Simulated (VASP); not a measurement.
# GeOs3 (Pmmn) in VASP: a series of runs, part 2 of 2

VASP 6.6.1.

## 4. Single point, LDA

INCAR

```
PREC     = Accurate       # precision mode
ENCUT    = 520            # plane-wave cutoff, eV
EDIFF    = 1E-6           # SCF threshold, eV
ISMEAR   = -1             # smearing method
SIGMA    = 0.1            # smearing width, eV
LREAL    = F              # projectors in reciprocal space
LASPH    = T              # aspherical terms in the spheres
NELM     = 80             # most SCF steps
ALGO     = Normal         # electronic algorithm
ISIF     = 2              # what is computed and relaxed
LWAVE    = F              # write WAVECAR
LCHARG   = F              # write CHGCAR
NBANDS   = 48             # bands
```

KPOINTS

```
Automatic mesh
0
Gamma
  4 4 4
```

POSCAR

```
GeOs3
1.0
    5.3271592400      0.0000000000      0.0000000000
    0.0000000000      4.2826378300      0.0000000000
    0.0000000000      0.0000000000      4.5066773400
Ge Os
2 6
Direct
    0.0000000000      0.0000000000      0.3300000000
    0.5000000000      0.5000000000      0.6700000000
    0.2500000000      0.0000000000      0.8330000000
    0.7500000000      0.0000000000      0.8330000000
    0.7500000000      0.5000000000      0.1670000000
    0.2500000000      0.5000000000      0.1670000000
    0.0000000000      0.5000000000      0.6700000000
    0.5000000000      0.0000000000      0.3300000000
```

Potentials or basis: VASP PAW LDA potentials, release 64 (Ge_d, Os).

On the command line:

```bash
> cat potpaw_LDA.64/Ge_d/POTCAR potpaw_LDA.64/Os/POTCAR > POTCAR
> mpirun -np 1 vasp_std > vasp.out
```

OUTCAR:

```text
PREC = Accurate
   ENCUT = 520
   EDIFF = 1E-6
   ISMEAR = -1
   LREAL = F
   LASPH = T
   NELM = 80
   ISIF = 2

 ion  position               nearest neighbor table
   1  0.000  0.000  0.330-   3 2.61   4 2.61   5 2.63   6 2.63   5 2.63   6 2.63   3 2.63   4 2.63
                             7 2.63   7 2.63   8 2.66   8 2.66
   2  0.500  0.500  0.670-   5 2.61   6 2.61   3 2.63   4 2.63   3 2.63   4 2.63   5 2.63   6 2.63
                             8 2.63   8 2.63   7 2.66   7 2.66
   3  0.250  0.000  0.833-   1 2.61   8 2.61   6 2.62   6 2.62   2 2.63   2 2.63   7 2.63   7 2.63
                             8 2.63   1 2.63   4 2.66   4 2.66
   4  0.750  0.000  0.833-   1 2.61   8 2.61   5 2.62   5 2.62   2 2.63   2 2.63   7 2.63   7 2.63
                             8 2.63   1 2.63   3 2.66   3 2.66
   5  0.750  0.500  0.167-   2 2.61   7 2.61   4 2.62   4 2.62   8 2.63   1 2.63   1 2.63   8 2.63
                             2 2.63   7 2.63   6 2.66   6 2.66
   6  0.250  0.500  0.167-   2 2.61   7 2.61   3 2.62   3 2.62   8 2.63   1 2.63   1 2.63   8 2.63
                             2 2.63   7 2.63   5 2.66   5 2.66
   7  0.000  0.500  0.670-   5 2.61   6 2.61   3 2.63   4 2.63   3 2.63   4 2.63   5 2.63   6 2.63
                             1 2.63   1 2.63   2 2.66   2 2.66
   8  0.500  0.000  0.330-   3 2.61   4 2.61   5 2.63   6 2.63   5 2.63   6 2.63   3 2.63   4 2.63
                             2 2.63   2 2.63   1 2.66   1 2.66

  LATTYP: Found a simple orthorhombic cell.
 ALAT       =     4.2826378300
 B/A-ratio  =     1.0523134383
 C/A-ratio  =     1.2438967411

  Lattice vectors:

 A1 = (   0.0000000000,   4.2826378300,   0.0000000000)
 A2 = (   0.0000000000,   0.0000000000,   4.5066773400)
 A3 = (   5.3271592400,   0.0000000000,   0.0000000000)

Analysis of symmetry for initial positions (statically):
=====================================================================
 Subroutine PRICEL returns:
 Original cell was already a primitive cell.

 Routine SETGRP: Setting up the symmetry group for a
 simple orthorhombic supercell.

 Subroutine GETGRP returns: Found  8 space group operations
 (whereof  4 operations were pure point group operations)
 out of a pool of  8 trial point group operations.

The static configuration has the point symmetry C_2v.
 The point group associated with its full space group is D_2h.

Analysis of symmetry for dynamics (positions and initial velocities):
=====================================================================
 Subroutine PRICEL returns:
 Original cell was already a primitive cell.

 Routine SETGRP: Setting up the symmetry group for a
 simple orthorhombic supercell.

 Subroutine GETGRP returns: Found  8 space group operations
 (whereof  4 operations were pure point group operations)
 out of a pool of  8 trial point group operations.

The dynamic configuration has the point symmetry C_2v.
 The point group associated with its full space group is D_2h.

 Subroutine INISYM returns: Found  8 space group operations
 (whereof  4 operations are pure point group operations),
 and found     1 'primitive' translations

----------------------------------------------------------------------------------------

                                     Primitive cell

  volume of cell :     102.8167

  direct lattice vectors                    reciprocal lattice vectors
     5.327159240  0.000000000  0.000000000     0.187717310  0.000000000  0.000000000
[... 81 lines left out ...]
   number of dos      NEDOS =    301   number of ions     NIONS =      8
   total plane-waves  NPLWV =  46080
   dimension x,y,z NGX =    40 NGY =   32 NGZ =   36
   dimension x,y,z NGXF=    80 NGYF=   64 NGZF=   72
   ions per type =               2   6
   NGX,Y,Z   is equivalent  to a cutoff of  12.48, 12.42, 13.28 a.u.
   NGXF,Y,Z  is equivalent  to a cutoff of  24.97, 24.84, 26.56 a.u.
 SYSTEM =  unknown system
   PREC   = accura    normal or accurate (medium, high low for compatibility)
   ISTART =      0    job   : 0-new  1-cont  2-samecut
   ICHARG =      2    charge: 1-file 2-atom 10-const
   ISPIN  =      1    spin polarized calculation?
   LNONCOLLINEAR =      F non collinear calculations
   LSORBIT =      F    spin-orbit coupling
   LASPH  =      T    aspherical Exc in radial PAW
   ENCUT  =  520.0 eV  38.22 Ry    6.18 a.u.   9.90  7.96  8.38*2*pi/ulx,y,z
   NELM   =     80;   NELMIN=  2; NELMDL= -5     # of ELM steps
   EDIFF  = 0.1E-05   stopping-criterion for ELM
   LREAL  =      F    real-space projection
   EDIFFG = 0.1E-04   stopping-criterion for IOM
   NSW    =      0    number of steps for IOM
   IBRION =     -1    ionic relax: 0-MD 1-quasi-New 2-CG
   NFREE  =      0    steps in history (QN), initial steepest desc. (CG)
   ISIF   =      2    stress and relaxation
   ISYM   =      2    0-nonsym 1-usesym 2-fastsym
   POTIM  = 0.5000    time-step for ionic-motion
   TEBEG  =    0.0;   TEEND  =   0.0 temperature during run
   PSTRESS=    0.0 pullay stress
   NELECT =      76.0000    total number of electrons
   NUPDOWN=      -1.0000    fix difference up-down
   EMIN   =  10.00;   EMAX   =-10.00  energy-range for DOS
   EFERMI =   0.00;   METHOD = LEGACY
   ISMEAR =    -1;   SIGMA  =   0.10  broadening in eV -4-tet -1-fermi 0-gaus
   EFERMI_NEDOS =   21; number of points for ismear=-14 and -15
   IALGO  =     38    algorithm
   IMIX   =      4    mixing-type and parameters
     AMIX     =   0.40;   BMIX     =  1.00
     AMIX_MAG =   1.60;   BMIX_MAG =  1.00
  volume/ion in A,a.u.               =      12.85        86.73
  Fermi-wavevector in a.u.,A,eV,Ry     =   1.480215  2.797201 29.810869  2.191037
  Thomas-Fermi vector in A             =   2.594277
   LORBIT       =      0    0 simple, 1 ext, 2 COOP (PROOUT), +10 PAW based schemes
   GGA     = CA    functional components
   LHFCALC =     F    Hartree Fock is set to
   AEXX    =    0.0000 exact exchange contribution
   IVDW    =     0    specifies the selected vdW correction
   LEPSILON=     F    determine dielectric tensor
   LRPA    =     F    only Hartree local field effects (RPA)
 non-spin polarized calculation
  energy-cutoff  :      520.00
  volume of cell :      102.82
 maximum number of plane-waves:      2792
 NGX is ok and might be reduce to    40
   NGX = 19   NGY = 15   NGZ = 17

 number of electron      75.9999971 magnetization

 Free energy of the ion-electron system (eV)
  ---------------------------------------------------
  ext. energy  EPLUGINS =         0.00000000
  ---------------------------------------------------
  free energy    TOTEN  =       -82.36877751 eV

  energy without entropy =      -82.15641900  energy(sigma->0) =      -82.26259825

 E-fermi :  10.9981     XC(G=0): -14.4167

 val. band max:       10.9917601557   @ k =   0.2500   0.5000   0.5000
 cond. band min:      11.0323911195   @ k =   0.2500   0.2500   0.0000
 fundamental gap:      0.0406309638
 Fermi energy:        10.9981172924

 k-point     1 :       0.0000    0.0000    0.0000
  band No.  band energies     occupation
      1     -14.4703      2.00000
      2     -14.4625      2.00000
      3     -14.4612      2.00000
      4     -14.4593      2.00000
      5     -14.4545      2.00000
      6     -14.4542      2.00000
[... 1213 lines left out ...]
     47      14.4985      0.00000
     48      14.4985      0.00000

 [... further k-points ...]

------------------------ aborting loop because EDIFF is reached ----------------------------------------

  FORCE on cell =-STRESS in cart. coord.  units (eV):
  Direction    XX          YY          ZZ          XY          YZ          ZX
  --------------------------------------------------------------------------------------
  -------------------------------------------------------------------------------------
  Total       20.7827857     18.0852693     22.2245497      0.0000000      0.0000000      0.0000000
  in kB      323.8551799    281.8201676    346.3219834      0.0000000      0.0000000      0.0000000
  external PRESSURE =     317.3324436 kB  Pullay stress =       0.0000000 kB

 VOLUME and BASIS-vectors are now :
 -----------------------------------------------------------------------------
  energy-cutoff  :      520.00
  volume of cell :      102.82
      direct lattice vectors                 reciprocal lattice vectors
     5.327159240  0.000000000  0.000000000     0.187717310  0.000000000  0.000000000
     0.000000000  4.282637830  0.000000000     0.000000000  0.233500950  0.000000000
     0.000000000  0.000000000  4.506677340     0.000000000  0.000000000  0.221892966

 POSITION                                       TOTAL-FORCE (eV/Angst)
 -----------------------------------------------------------------------------------
      0.00000      0.00000      1.48720        -0.000000      0.000000      0.341320
      2.66358      2.14132      3.01947        -0.000000      0.000000     -0.341320
      1.33179      0.00000      3.75406         0.399308     -0.000000      0.407445
      3.99537      0.00000      3.75406        -0.399308      0.000000      0.407445
      3.99537      2.14132      0.75262         0.399308      0.000000     -0.407445
      1.33179      2.14132      0.75262        -0.399308      0.000000     -0.407445
      0.00000      2.14132      3.01947        -0.000000      0.000000     -0.849909
      2.66358      0.00000      1.48720        -0.000000      0.000000      0.849909
 -----------------------------------------------------------------------------------
    total drift:                               -0.000000      0.000000      0.000000

  FREE ENERGIE OF THE ION-ELECTRON SYSTEM (eV)
  ---------------------------------------------------
  free  energy   TOTEN  =       -82.3687775086 eV

  energy  without entropy=      -82.1564189950  energy(sigma->0) =      -82.26259825
```

Run time: 1.8 min. Hardware: 1 thread of AMD EPYC 7R13 (Zen 3), shared host; peak memory 0.21 GiB.

What came out:

| Item | Value |
| --- | --- |
| Free energy | -82.3688 eV |
| Pressure | 31.7 GPa |
| Largest force | 0.850 eV/Å |
| Band gap on the k mesh | zero (bands 38 and 39 overlap by 0.25 eV) |

Forces in eV/Å, atoms in the order of the input:
```
Ge   0.000  0.000  0.341
Ge   0.000  0.000 -0.341
Os   0.399  0.000  0.407
Os  -0.399  0.000  0.407
Os   0.399  0.000 -0.407
Os  -0.399  0.000 -0.407
Os   0.000  0.000 -0.850
Os   0.000  0.000  0.850
```

Caveat: the k points lie up to 0.37 Å⁻¹ apart; spin-orbit coupling is left out, which moves the levels of the heavy elements.

The gap in the log of VASP goes by the Fermi energy; the results here count the filled bands.